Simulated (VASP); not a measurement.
# ZnS: single point with PBE

The system is ZnS.

```
CELL_PARAMETERS angstrom
3.84549 0.00000 0.00000
-1.92275 3.33029 0.00000
0.00000 0.00000 6.30533
ATOMIC_POSITIONS crystal
Zn 0.35879 0.67940 0.01001
Zn 0.66667 0.33333 0.50522
S 0.33333 0.66667 0.37978
S 0.66667 0.33333 0.87978
```

This cell differs from its parent crystal: atom 1 (Zn) moved -0.090 Å towards its neighbour atom 4 (S) at 2.357 Å.

* Program: VASP 6.6.1
* Task: single point
* Functional: PBE
* Potentials or basis: VASP PAW PBE potentials, release 64 (Zn, S)
* Cutoff: 520 eV
* k mesh: 12 × 12 × 4
* Occupations: gaussian, width 0.05 eV
* Spin: no spin polarisation

| Property | Result |
| --- | --- |
| Pressure | 0.2 GPa |
| Largest force | 0.410 eV/Å |
| Band gap on the k mesh | 2.04 eV, direct |

Forces on the atoms (eV/Å):
```
Zn  -0.317 -0.183 -0.184
Zn  -0.016 -0.009  0.058
S    0.022  0.013  0.108
S    0.311  0.179  0.018
```

Stress tensor (GPa, compression positive):
```
-0.18 -0.48 -0.38
-0.48  0.37 -0.22
-0.38 -0.22  0.52
```

Levels at points of the mesh, in eV from the valence-band top:
| k point | band 15 | band 16 | band 17 | band 18 | band 19 | band 20 | band 21 | band 22 |
| --- | --- | --- | --- | --- | --- | --- | --- | --- |
| (0.00, 0.00, 0.00) | -0.84 | -0.13 | -0.06 | 0.00 | 2.04 | 3.04 | 6.23 | 6.35 |
| (0.50, 0.00, 0.00) | -3.25 | -2.20 | -1.60 | -0.87 | 3.58 | 4.10 | 5.08 | 6.83 |
| (0.00, 0.50, 0.00) | -3.19 | -2.17 | -1.71 | -0.85 | 3.67 | 4.17 | 5.08 | 6.84 |
| (0.00, 0.00, 0.50) | -0.58 | -0.54 | -0.51 | -0.34 | 3.40 | 3.51 | 6.57 | 6.69 |
| (0.50, 0.00, 0.50) | -1.64 | -1.63 | -1.58 | -1.53 | 3.40 | 3.52 | 5.14 | 5.24 |
| (0.00, 0.50, 0.50) | -1.69 | -1.64 | -1.60 | -1.46 | 3.45 | 3.54 | 5.16 | 5.30 |

Wall time 6.6 min on 1 thread of Oxide Virtual Turin-like Processor, with other jobs on the host, peak memory 0.36 GiB.

Caveat: the cell differs from its parent crystal (atom 1 (Zn) moved -0.090 Å towards its neighbour atom 4 (S) at 2.357 Å). A k mesh can miss the band edges.
